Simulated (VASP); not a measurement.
BN:

```
B N
1.0
     2.55394    0.00000    0.00000
    -1.27697    2.21178    0.00000
     0.00000    0.00000    4.22685
B N
2 2
Direct
  0.66667 0.33333 0.99972
  0.33333 0.66667 0.49972
  0.66667 0.33333 0.55430
  0.33333 0.66667 0.05430
```

This cell differs from its parent crystal: all N atoms moved -0.300 Å, as atom 3 along Cartesian [0 0 1].

Base run:

- Program: VASP 6.6.1
- Functional: r2SCAN
- Potentials or basis: VASP PAW PBE potentials, release 64 (B_h, N_h)
- Cutoff: 910 eV
- k mesh: 12 × 12 × 6
- Occupations: gaussian, width 0.05 eV
- Spin: no spin polarisation

Its results: band gap on the k mesh 4.49 eV, indirect (least direct gap 7.15 eV); pressure 11.8 GPa; largest force 2.471 eV/Å.

The run is repeated on the same cell with these changes: potentials or basis from VASP PAW PBE potentials, release 64 (B_h, N_h) to VASP PAW PBE potentials, release 64 (B, N); cutoff from 910 eV to 520 eV. What comes out?

Band gap on the k mesh 4.52 eV, indirect (least direct gap 7.18 eV); pressure 13.4 GPa; largest force 2.437 eV/Å.

Caveats: the PAW data sets were made with another functional, which shifts forces and pressure a little; the cutoff is under 1.25 times the usual one of these potentials, so pressure, stress and relaxed cells hold a basis-set (Pulay) error (some runs).

A k mesh can miss the band edges.
